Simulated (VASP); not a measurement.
Here is a VASP 6.6.1 calculation.

INCAR

```
SYSTEM = SiC
ALGO     = Normal         ! electronic algorithm
EDIFF    = 1E-6           ! SCF threshold, eV
ENCUT    = 520            ! plane-wave cutoff, eV
GGA      = PS             ! functional
ISIF     = 2              ! what is computed and relaxed
ISMEAR   = 0              ! smearing method
LASPH    = .TRUE.         ! aspherical terms in the spheres
LCHARG   = .FALSE.        ! write CHGCAR
LREAL    = .FALSE.        ! projectors in reciprocal space
LWAVE    = .FALSE.        ! write WAVECAR
NBANDS   = 16             ! bands
NELM     = 80             ! most SCF steps
PREC     = Accurate       ! precision mode
SIGMA    = 0.02           ! smearing width, eV
```

File KPOINTS:

```
k-points
0
G
  12 12 6
  0 0 0
```

File POSCAR:

```
SiC
1.0
    3.0759639164      0.0000000000      0.0000000000
   -1.5379819582      2.6638628927      0.0000000000
    0.0000000000      0.0000000000      5.0477017944
Si C
2 2
Direct
    0.3333333333      0.6666666667      0.0045904896
    0.6666666667      0.3333333333      0.5045904896
    0.3333333333      0.6666666667      0.3804095104
    0.6666666667      0.3333333333      0.8804095104
```

Potentials or basis: VASP PAW PBE potentials, release 64 (Si, C).

Run with:

```sh
$ cat potpaw_PBE.64/Si/POTCAR potpaw_PBE.64/C/POTCAR > POTCAR
$ mpirun -np 1 vasp_std > vasp.out
```

Question: Estimate the pressure.

Answer: 0.3 GPa.

Question: What does it give for the band gap on the k mesh?

Answer: 2.11 eV, indirect (least direct gap 3.85 eV).

Caveat: the PAW data sets were made with another functional, which shifts forces and pressure a little. A k mesh can miss the band edges.
